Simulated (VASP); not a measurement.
# Ba2Tl5V3O12 (P-42m) in VASP: further runs

Runs on Ba2Tl5V3O12. Level: PBE. Tasks: atomic charges, electron localisation function.

All numbers are computed with VASP 6.6.1; they aren't measurements. Logs are shortened: lines on timing, memory, paths and dates and some standing lists are left out, and cuts for length are marked.

### 1 The cell of the first run

It takes space group P-42m (No. 111, tetragonal). Conventional cell: a = 10.975 Å, b = 10.975 Å, c = 6.604 Å, α = 90.00°, β = 90.00°, γ = 90.00°. Ba (site symmetry 222) has 4 O at 2.58 Å and 2 V at 3.30 Å within 3.4 Å. Within 2.3 Å of V (site symmetry -42m) lie 4 O at 1.73 Å. V (site symmetry 222) has 4 O at 1.73 Å within 2.3 Å. Tl (site symmetry -42m) has 4 O at 2.65 Å and 2 V at 3.30 Å and 4 Tl at 3.36 Å within 3.5 Å. Tl (site symmetry m) has 3 O at 2.50 to 2.65 Å and 1 Tl at 3.36 Å within 3.4 Å. O (site symmetry m) has 1 V at 1.73 Å within 2.3 Å. Within 2.3 Å of O (site symmetry 1) lie 1 V at 1.73 Å.

### 2 Atomic charges, PBE, collinear spin, ferromagnetic start

The input, INCAR:

```
SYSTEM = Ba2Tl5V3O12
PREC = Accurate ; ENCUT = 520
EDIFF = 1E-7 ; ISMEAR = -1
SIGMA = 0.05 ; LREAL = .FALSE.
LASPH = .TRUE. ; NELM = 120
ALGO = Normal ; ISIF = 2
LWAVE = .FALSE. ; LCHARG = .FALSE.
ISPIN = 2 ; MAGMOM = 0 0 2 2 2 0 0 0 0 0 0 0 0 0 0 0 0 0 0 0 0 0
LORBIT = 11 ; LMAXMIX = 4
GGA = PE ; KPAR = 4
```

The input, KPOINTS:

```
regular mesh
0
G
  3 3 4
  0 0 0
```

The input, POSCAR:

```
Ba2Tl5V3O12
1.0
   10.9745700000      0.0000000000      0.0000000000
    0.0000000000     10.9745700000      0.0000000000
    0.0000000000      0.0000000000      6.6040000000
Ba V Tl O
2 3 5 12
Direct
    0.0000000000      0.5000000000      0.0000000000
    0.5000000000      0.0000000000      0.0000000000
    0.5000000000      0.5000000000      0.0000000000
    0.5000000000      0.0000000000      0.5000000000
    0.0000000000      0.5000000000      0.5000000000
    0.5000000000      0.5000000000      0.5000000000
    0.7126000000      0.2874000000      0.4022800000
    0.2874000000      0.7126000000      0.4022800000
    0.7126000000      0.7126000000      0.5977200000
    0.2874000000      0.2874000000      0.5977200000
    0.4106400000      0.5893600000      0.1577000000
    0.5893600000      0.4106400000      0.1577000000
    0.5893600000      0.5893600000      0.8423000000
    0.4106400000      0.4106400000      0.8423000000
    0.5866100000      0.0857000000      0.3337800000
    0.4133900000      0.0857000000      0.6662200000
    0.5866100000      0.9143000000      0.6662200000
    0.4133900000      0.9143000000      0.3337800000
    0.0857000000      0.5866100000      0.3337800000
    0.0857000000      0.4133900000      0.6662200000
    0.9143000000      0.5866100000      0.6662200000
    0.9143000000      0.4133900000      0.3337800000
```

Potentials or basis: VASP PAW PBE potentials, release 64 (Ba_sv, V_sv, Tl_d, O).

Started as:

```sh
$ cat potpaw_PBE.64/Ba_sv/POTCAR potpaw_PBE.64/V_sv/POTCAR potpaw_PBE.64/Tl_d/POTCAR potpaw_PBE.64/O/POTCAR > POTCAR
$ mpirun -np 4 vasp_std > vasp.out
```

OUTCAR:

```text
SYSTEM = Ba2Tl5V3O12
   PREC = Accurate
   ENCUT = 520
   EDIFF = 1E-7
   ISMEAR = -1
   LREAL = .FALSE.
   LASPH = .TRUE.
   NELM = 120
   ISIF = 2
   ISPIN = 2
   LORBIT = 11
   GGA = PE

 ion  position               nearest neighbor table
   1  0.000  0.500  0.000-  19 2.58  20 2.58  21 2.58  22 2.58   5 3.30   5 3.30
   2  0.500  0.000  0.000-  15 2.58  16 2.58  17 2.58  18 2.58   4 3.30   4 3.30
   3  0.500  0.500  0.000-  11 1.73  12 1.73  13 1.73  14 1.73   6 3.30   6 3.30
   4  0.500  0.000  0.500-  15 1.73  16 1.73  17 1.73  18 1.73   2 3.30   2 3.30
   5  0.000  0.500  0.500-  19 1.73  20 1.73  21 1.73  22 1.73   1 3.30   1 3.30
   6  0.500  0.500  0.500-  11 2.65  12 2.65  13 2.65  14 2.65   3 3.30   3 3.30   8 3.36   9 3.36
                            10 3.36   7 3.36
   7  0.713  0.287  0.402-  12 2.50  15 2.65  22 2.65   6 3.36
   8  0.287  0.713  0.402-  11 2.50  18 2.65  19 2.65   6 3.36
   9  0.713  0.713  0.598-  13 2.50  17 2.65  21 2.65   6 3.36
  10  0.287  0.287  0.598-  14 2.50  16 2.65  20 2.65   6 3.36
  11  0.411  0.589  0.158-   3 1.73   8 2.50   6 2.65
  12  0.589  0.411  0.158-   3 1.73   7 2.50   6 2.65
  13  0.589  0.589  0.842-   3 1.73   9 2.50   6 2.65
  14  0.411  0.411  0.842-   3 1.73  10 2.50   6 2.65
  15  0.587  0.086  0.334-   4 1.73   2 2.58   7 2.65
  16  0.413  0.086  0.666-   4 1.73   2 2.58  10 2.65
  17  0.587  0.914  0.666-   4 1.73   2 2.58   9 2.65
  18  0.413  0.914  0.334-   4 1.73   2 2.58   8 2.65
  19  0.086  0.587  0.334-   5 1.73   1 2.58   8 2.65
  20  0.086  0.413  0.666-   5 1.73   1 2.58  10 2.65
  21  0.914  0.587  0.666-   5 1.73   1 2.58   9 2.65
  22  0.914  0.413  0.334-   5 1.73   1 2.58   7 2.65

  LATTYP: Found a simple tetragonal cell.
 ALAT       =    10.9745700000
 C/A-ratio  =     0.6017547840

  Lattice vectors:

 A1 = (  10.9745700000,   0.0000000000,   0.0000000000)
 A2 = (   0.0000000000,  10.9745700000,   0.0000000000)
 A3 = (   0.0000000000,   0.0000000000,   6.6040000000)

Analysis of symmetry for initial positions (statically):
=====================================================================
 Subroutine PRICEL returns:
 Original cell was already a primitive cell.

 Routine SETGRP: Setting up the symmetry group for a
 simple tetragonal supercell.

 Subroutine GETGRP returns: Found  8 space group operations
 (whereof  8 operations were pure point group operations)
 out of a pool of 16 trial point group operations.

The static configuration has the point symmetry D_2d.

Analysis of symmetry for dynamics (positions and initial velocities):
=====================================================================
 Subroutine PRICEL returns:
 Original cell was already a primitive cell.

 Routine SETGRP: Setting up the symmetry group for a
 simple tetragonal supercell.

 Subroutine GETGRP returns: Found  8 space group operations
 (whereof  8 operations were pure point group operations)
 out of a pool of 16 trial point group operations.

The dynamic configuration has the point symmetry D_2d.

Analysis of structural, dynamic, and magnetic symmetry:
=====================================================================
 Subroutine PRICEL returns:
 Original cell was already a primitive cell.

 Routine SETGRP: Setting up the symmetry group for a
 simple tetragonal supercell.

 Subroutine GETGRP returns: Found  8 space group operations
 (whereof  8 operations were pure point group operations)
 out of a pool of 16 trial point group operations.

The overall configuration has the point symmetry D_2d.

 Subroutine INISYM returns: Found  8 space group operations
 (whereof  8 operations are pure point group operations),
 and found     1 'primitive' translations

----------------------------------------------------------------------------------------

                                     Primitive cell

  volume of cell :     795.3936

  direct lattice vectors                    reciprocal lattice vectors
    10.974570000  0.000000000  0.000000000     0.091119743  0.000000000  0.000000000
     0.000000000 10.974570000  0.000000000     0.000000000  0.091119743  0.000000000
     0.000000000  0.000000000  6.604000000     0.000000000  0.000000000  0.151423380

  length of vectors
    10.974570000 10.974570000  6.604000000     0.091119743  0.091119743  0.151423380

  position of ions in fractional coordinates (direct lattice)
     0.000000000  0.500000000  0.000000000
     0.500000000  0.000000000  0.000000000
     0.500000000  0.500000000  0.000000000
     0.500000000  0.000000000  0.500000000
     0.000000000  0.500000000  0.500000000
     0.500000000  0.500000000  0.500000000
[... 14 lines left out ...]
     0.914300000  0.586610000  0.666220000
     0.914300000  0.413390000  0.333780000

  ion indices of the primitive-cell ions
   primitive index   ion index
[... 46 lines left out ...]

 Found      9 irreducible k-points:

 Following reciprocal coordinates:
            Coordinates               Weight
  0.000000  0.000000  0.000000      1.000000
  0.333333  0.000000  0.000000      4.000000
  0.333333  0.333333  0.000000      4.000000
  0.000000  0.000000  0.250000      2.000000
  0.333333  0.000000  0.250000      8.000000
  0.333333  0.333333  0.250000      8.000000
  0.000000  0.000000  0.500000      1.000000
  0.333333  0.000000  0.500000      4.000000
  0.333333  0.333333  0.500000      4.000000
   k-points           NKPTS =      9   k-points in BZ     NKDIM =      9   number of bands    NBANDS=    120
   number of dos      NEDOS =    301   number of ions     NIONS =     22
   total plane-waves  NPLWV = 352800
   dimension x,y,z NGX =    84 NGY =   84 NGZ =   50
   dimension x,y,z NGXF=   168 NGYF=  168 NGZF=  100
   ions per type =               2   3   5  12
   NGX,Y,Z   is equivalent  to a cutoff of  12.72, 12.72, 12.59 a.u.
   NGXF,Y,Z  is equivalent  to a cutoff of  25.45, 25.45, 25.17 a.u.
 SYSTEM =  Ba2Tl5V3O12
   PREC   = accura    normal or accurate (medium, high low for compatibility)
   ISTART =      0    job   : 0-new  1-cont  2-samecut
   ICHARG =      2    charge: 1-file 2-atom 10-const
   ISPIN  =      2    spin polarized calculation?
   LNONCOLLINEAR =      F non collinear calculations
   LSORBIT =      F    spin-orbit coupling
   LASPH  =      T    aspherical Exc in radial PAW
   ENCUT  =  520.0 eV  38.22 Ry    6.18 a.u.  20.41 20.41 12.28*2*pi/ulx,y,z
   NELM   =    120;   NELMIN=  2; NELMDL= -5     # of ELM steps
   EDIFF  = 0.1E-06   stopping-criterion for ELM
   LREAL  =      F    real-space projection
   EDIFFG = 0.1E-05   stopping-criterion for IOM
   NSW    =      0    number of steps for IOM
   IBRION =     -1    ionic relax: 0-MD 1-quasi-New 2-CG
   NFREE  =      0    steps in history (QN), initial steepest desc. (CG)
   ISIF   =      2    stress and relaxation
   ISYM   =      2    0-nonsym 1-usesym 2-fastsym
   POTIM  = 0.5000    time-step for ionic-motion
   TEBEG  =    0.0;   TEEND  =   0.0 temperature during run
   PSTRESS=    0.0 pullay stress
   NELECT =     196.0000    total number of electrons
   NUPDOWN=      -1.0000    fix difference up-down
   EMIN   =  10.00;   EMAX   =-10.00  energy-range for DOS
   EFERMI =   0.00;   METHOD = LEGACY
   ISMEAR =    -1;   SIGMA  =   0.05  broadening in eV -4-tet -1-fermi 0-gaus
   EFERMI_NEDOS =   21; number of points for ismear=-14 and -15
   IALGO  =     38    algorithm
   IMIX   =      4    mixing-type and parameters
     AMIX     =   0.40;   BMIX     =  1.00
     AMIX_MAG =   1.60;   BMIX_MAG =  1.00
  volume/ion in A,a.u.               =      36.15       243.98
  Fermi-wavevector in a.u.,A,eV,Ry     =   1.026359  1.939538 14.332564  1.053414
  Thomas-Fermi vector in A             =   2.160248
   LORBIT       =     11    0 simple, 1 ext, 2 COOP (PROOUT), +10 PAW based schemes
   GGA     = PE    functional components
   LHFCALC =     F    Hartree Fock is set to
   AEXX    =    0.0000 exact exchange contribution
   IVDW    =     0    specifies the selected vdW correction
   LEPSILON=     F    determine dielectric tensor
   LRPA    =     F    only Hartree local field effects (RPA)
 spin polarized calculation
  energy-cutoff  :      520.00
  volume of cell :      795.39
 maximum number of plane-waves:     21477
 NGX is ok and might be reduce to    84
   NGX = 41   NGY = 41   NGZ = 25

 number of electron     196.0000032 magnetization      -0.0000059

 number of electron     196.0000032 magnetization       0.0000087

 Free energy of the ion-electron system (eV)
  ---------------------------------------------------
  ext. energy  EPLUGINS =         0.00000000
  ---------------------------------------------------
  free energy    TOTEN  =      -143.24555643 eV

  energy without entropy =     -143.24555643  energy(sigma->0) =     -143.24555643

 E-fermi :   0.0959     XC(G=0):  -5.9711

 val. band max:       -1.0611254915   @ k =   0.3333   0.3333   0.5000
 cond. band min:       1.5056786429   @ k =   0.3333   0.0000   0.0000
 fundamental gap:      2.5668041344
 Fermi energy:         0.0958905872

 spin component 1

 k-point     1 :       0.0000    0.0000    0.0000
  band No.  band energies     occupation
      1     -64.9039      1.00000
      2     -64.9039      1.00000
      3     -64.5892      1.00000
      4     -38.9056      1.00000
      5     -38.9056      1.00000
      6     -38.8422      1.00000
[... 1006 lines left out ...]
    109       2.5959      0.00000
    110       2.6580      0.00000
 Fermi energy:         0.0958905872

 spin component 2

 k-point     1 :       0.0000    0.0000    0.0000
  band No.  band energies     occupation
      1     -64.9039      1.00000
      2     -64.9039      1.00000
      3     -64.5892      1.00000
      4     -38.9056      1.00000
      5     -38.9056      1.00000
      6     -38.8422      1.00000
[... 1006 lines left out ...]
    109       2.5959      0.00000
    110       2.6580      0.00000
 [bands above 110 left out]

------------------------ aborting loop because EDIFF is reached ----------------------------------------

  FORCE on cell =-STRESS in cart. coord.  units (eV):
  Direction    XX          YY          ZZ          XY          YZ          ZX
  --------------------------------------------------------------------------------------
  -------------------------------------------------------------------------------------
  Total        1.2652180      1.2652180      3.2501219      0.0000000      0.0000000     -0.0000000
  in kB        2.5485541      2.5485541      6.5467861      0.0000000      0.0000000     -0.0000000
  external PRESSURE =       3.8812981 kB  Pullay stress =       0.0000000 kB

 VOLUME and BASIS-vectors are now :
 -----------------------------------------------------------------------------
  energy-cutoff  :      520.00
  volume of cell :      795.39
      direct lattice vectors                 reciprocal lattice vectors
    10.974570000  0.000000000  0.000000000     0.091119743  0.000000000  0.000000000
     0.000000000 10.974570000  0.000000000     0.000000000  0.091119743  0.000000000
     0.000000000  0.000000000  6.604000000     0.000000000  0.000000000  0.151423380

 POSITION                                       TOTAL-FORCE (eV/Angst)
 -----------------------------------------------------------------------------------
      0.00000      5.48728      0.00000         0.000000      0.000000      0.000000
      5.48728      0.00000      0.00000         0.000000      0.000000      0.000000
      5.48728      5.48728      0.00000         0.000000     -0.000000      0.000000
      5.48728      0.00000      3.30200        -0.000000      0.000000      0.000000
      0.00000      5.48728      3.30200        -0.000000      0.000000      0.000000
      5.48728      5.48728      3.30200         0.000000      0.000000      0.000000
[... 14 lines left out ...]
     10.03405      6.43779      4.39972        -0.148637      0.145407     -0.026590
     10.03405      4.53678      2.20428        -0.148637     -0.145407      0.026590
 -----------------------------------------------------------------------------------
    total drift:                                0.000000      0.000000      0.000000

  FREE ENERGIE OF THE ION-ELECTRON SYSTEM (eV)
  ---------------------------------------------------
  free  energy   TOTEN  =      -143.2455564321 eV

  energy  without entropy=     -143.2455564320  energy(sigma->0) =     -143.24555643

 total charge

# of ion       s       p       d       tot
------------------------------------------
    1        1.993   5.623   0.324   7.940
    2        1.993   5.623   0.324   7.940
    3        2.392   6.420   3.244  12.055
    4        2.401   6.438   3.279  12.118
    5        2.401   6.438   3.279  12.118
    6        1.257   0.215   9.687  11.159
[... 14 lines left out ...]
   21        1.582   3.409   0.000   4.990
   22        1.582   3.409   0.000   4.990
--------------------------------------------------
tot         36.521  72.185  58.854 167.560

 magnetization (x)

# of ion       s       p       d       tot
------------------------------------------
    1        0.000  -0.000   0.000   0.000
    2        0.000  -0.000   0.000   0.000
    3       -0.000  -0.000  -0.000  -0.000
    4        0.000   0.000  -0.000  -0.000
    5        0.000   0.000  -0.000  -0.000
    6        0.000  -0.000  -0.000  -0.000
[... 14 lines left out ...]
   21        0.000  -0.000   0.000  -0.000
   22        0.000  -0.000   0.000  -0.000
--------------------------------------------------
tot         -0.000   0.000  -0.000  -0.000
```

It took 35 min on 4 MPI ranks of Intel Xeon Platinum 8375C at 2.90GHz (Ice Lake), shared host; peak memory 1.9 GiB.

What came out:

| Property | Result |
| --- | --- |
| Free energy | -143.2456 eV |
| Pressure | 0.4 GPa |
| Largest force | 0.210 eV/Å |
| Band gap on the k mesh | 2.57 eV (least direct gap 2.63 eV) |
| Net moment | 0.00 μB per cell |
| Valence electrons inside the program's atomic spheres | Ba 7.94; V 12.05, 12.12 (each value once); Tl 11.16, 11.11 (each value once); O 4.96, 4.99 (each value once) |

Forces on the atoms (eV/Å):
```
Ba   0.000  0.000  0.000
Ba   0.000  0.000  0.000
V    0.000  0.000  0.000
V    0.000  0.000  0.000
V    0.000  0.000  0.000
Tl   0.000  0.000  0.000
Tl   0.005 -0.005  0.007
Tl  -0.005  0.005  0.007
Tl   0.005  0.005 -0.007
Tl  -0.005 -0.005 -0.007
O   -0.078  0.078  0.082
O    0.078 -0.078  0.082
O    0.078  0.078 -0.082
O   -0.078 -0.078 -0.082
O    0.145  0.149  0.027
O   -0.145  0.149 -0.027
O    0.145 -0.149 -0.027
O   -0.145 -0.149  0.027
O    0.149  0.145  0.027
O    0.149 -0.145 -0.027
O   -0.149  0.145 -0.027
O   -0.149 -0.145  0.027
```

Stress tensor (GPa, compression positive):
```
0.25 0.00 0.00
0.00 0.25 0.00
0.00 0.00 0.65
```

Caveat: spin-orbit coupling is left out, which moves the levels of the heavy elements; an odd mesh through Γ misses points on the zone boundary, where band edges can lie.

### 3 Electron localisation function, PBE, collinear spin, ferromagnetic start

The input, INCAR:

```
SYSTEM = Ba2Tl5V3O12
PREC     = Accurate       ! precision mode
ENCUT    = 520            ! plane-wave cutoff, eV
EDIFF    = 1E-7           ! SCF threshold, eV
ISMEAR   = -1             ! smearing method
SIGMA    = 0.05           ! smearing width, eV
LREAL    = .FALSE.        ! projectors in reciprocal space
LASPH    = .TRUE.         ! aspherical terms in the spheres
NELM     = 120            ! most SCF steps
ALGO     = Normal         ! electronic algorithm
ISIF     = 2              ! what is computed and relaxed
LWAVE    = .FALSE.        ! write WAVECAR
LCHARG   = .TRUE.         ! write CHGCAR
ISPIN    = 2              ! spin polarisation
MAGMOM   = 0 0 2 2 2 0 0 0 0 0 0 0 0 0 0 0 0 0 0 0 0 0 ! initial moments
LORBIT   = 11             ! projections on sites
LMAXMIX  = 4              ! l up to which the mixer works
GGA      = PE             ! functional
LELF     = .TRUE.         ! ELF
```

The input, KPOINTS:

```
Automatic mesh
0
G
  3 3 4
  0 0 0
```

POSCAR is that of step 2.

Potentials or basis: VASP PAW PBE potentials, release 64 (Ba_sv, V_sv, Tl_d, O).

Started as:

```sh
$ cat potpaw_PBE.64/Ba_sv/POTCAR potpaw_PBE.64/V_sv/POTCAR potpaw_PBE.64/Tl_d/POTCAR potpaw_PBE.64/O/POTCAR > POTCAR
$ mpirun -np 4 vasp_std > vasp.out
```

Wall time 30 min (4 MPI ranks of Intel Xeon Platinum 8375C at 2.90GHz (Ice Lake), shared host); peak memory 0.64 GiB.

Results (log left out):

| Item | Value |
| --- | --- |
| Free energy | -143.2456 eV |
| Pressure | 0.4 GPa |
| Largest force | 0.210 eV/Å |
| Band gap on the k mesh | 2.57 eV (least direct gap 2.63 eV) |
| Net moment | 0.00 μB per cell |
| Valence electrons inside the program's atomic spheres | Ba 7.94; V 12.05, 12.12 (each value once); Tl 11.16, 11.11 (each value once); O 4.96, 4.99 (each value once) |

Forces in eV/Å, atoms in the order of the input:
```
Ba   0.000  0.000  0.000
Ba   0.000  0.000  0.000
V    0.000  0.000  0.000
V    0.000  0.000  0.000
V    0.000  0.000  0.000
Tl   0.000  0.000  0.000
Tl   0.005 -0.005  0.007
Tl  -0.005  0.005  0.007
Tl   0.005  0.005 -0.007
Tl  -0.005 -0.005 -0.007
O   -0.078  0.078  0.082
O    0.078 -0.078  0.082
O    0.078  0.078 -0.082
O   -0.078 -0.078 -0.082
O    0.145  0.149  0.027
O   -0.145  0.149 -0.027
O    0.145 -0.149 -0.027
O   -0.145 -0.149  0.027
O    0.149  0.145  0.027
O    0.149 -0.145 -0.027
O   -0.149  0.145 -0.027
O   -0.149 -0.145  0.027
```

Stress tensor (GPa, compression positive):
```
0.25 0.00 0.00
0.00 0.25 0.00
0.00 0.00 0.65
```

Levels at points of the mesh, in eV from the valence-band top:
Spin up:
```tsv
k point	band 95	band 96	band 97	band 98	band 99	band 100	band 101	band 102
(0.00, 0.00, 0.00)	-0.46	-0.41	-0.37	-0.37	2.70	2.70	2.97	3.03
(0.00, 0.00, 0.50)	-0.46	-0.46	-0.45	-0.12	2.67	2.67	2.69	3.18
```
Spin down:
| k point | band 94 | band 95 | band 96 | band 97 | band 98 | band 99 | band 100 | band 101 | band 102 | band 103 |
| --- | --- | --- | --- | --- | --- | --- | --- | --- | --- | --- |
| (0.00, 0.00, 0.00) | -0.81 | -0.46 | -0.41 | -0.37 | -0.37 | 2.70 | 2.70 | 2.97 | 3.03 | 3.29 |
| (0.00, 0.00, 0.50) | -0.54 | -0.46 | -0.46 | -0.45 | -0.12 | 2.67 | 2.67 | 2.69 | 3.18 | 3.24 |

Caveat: spin-orbit coupling is left out, which moves the levels of the heavy elements; an odd mesh through Γ misses points on the zone boundary, where band edges can lie.
